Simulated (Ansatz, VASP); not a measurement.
## One calculation of ZrB2, two programs

The input INCAR:

```
PREC = Accurate
ENCUT = 520
EDIFF = 1E-6
ISMEAR = -1
SIGMA = 0.05
LREAL = F
LASPH = T
NELM = 60
ALGO = Normal
ISIF = 2
LWAVE = F
LCHARG = T
GGA = PE
LELF = T
LVHAR = T
NBANDS = 16
```

KPOINTS

```
regular mesh
0
Gamma
  12 12 9
```

Contents of POSCAR:

```
ZrB2
1.0
    3.1649998255      0.0000000000      0.0000000000
   -1.5824999128      2.7409702519      0.0000000000
    0.0000000000      0.0000000000      3.4144000000
Zr B
1 2
Direct
    0.0000000000      0.0000000000      0.0000000000
    0.3333333333      0.6666666667      0.5000000000
    0.6666666667      0.3333333333      0.5000000000
```

Input for Ansatz:

```yaml
crystal:
  lattice:
    - [3.1649998255, 0.0, 0.0]
    - [-1.5824999128, 2.7409702519, 0.0]
    - [0.0, 0.0, 3.4144]
  atoms:
    - { symbol: Zr, position: [0.0, 0.0, 0.0] }
    - { symbol: B, position: [0.3333333333, 0.6666666667, 0.5] }
    - { symbol: B, position: [0.6666666667, 0.3333333333, 0.5] }
kpoints:
  mp_grid: { grid: [12, 12, 9] }
  band_path:
    path:
      - [0.0, 0.0, 0.0]
      - [0.5, 0.0, 0.0]
      - [0.3333333333, 0.3333333333, 0.0]
      - [0.0, 0.0, 0.0]
      - [0.0, 0.0, 0.5]
      - [0.5, 0.0, 0.5]
      - [0.3333333333, 0.3333333333, 0.5]
      - [0.0, 0.0, 0.5]
      - [0.5, 0.0, 0.5]
    npoints: 5
scf:
  occupations: { method: fermi_dirac, width: 0.05 }
hamiltonian:
  xc: pbe
  pseudopotentials: { kind: all_electron, lapw: { basis_error: 0.001 } }
output:
  forces: true
  stress: true
  eigenvalues: true
```

Change from the starting cell: zz strain of -3 %.

Alike in both runs: task single point; functional PBE; k mesh 12 × 12 × 9; occupations fermi-dirac, width 0.05 eV; no spin polarisation.

```csv
,VASP,Ansatz
version,VASP 6.6.1,Ansatz 0.2.0
potentials or method,"VASP PAW PBE potentials, release 64 (Zr_sv, B), cutoff 520 eV","all-electron LAPW, scalar-relativistic"
```

|  | VASP | Ansatz | Ansatz less VASP |
| --- | --- | --- | --- |
| pressure (GPa) | 10.3 | 10.2 | -0.14 |
| traceless stress, the component that is largest in VASP (GPa) | 7.97 | 7.97 | -0.003 |

Ansatz ran all-electron here, and VASP with PAW potentials.
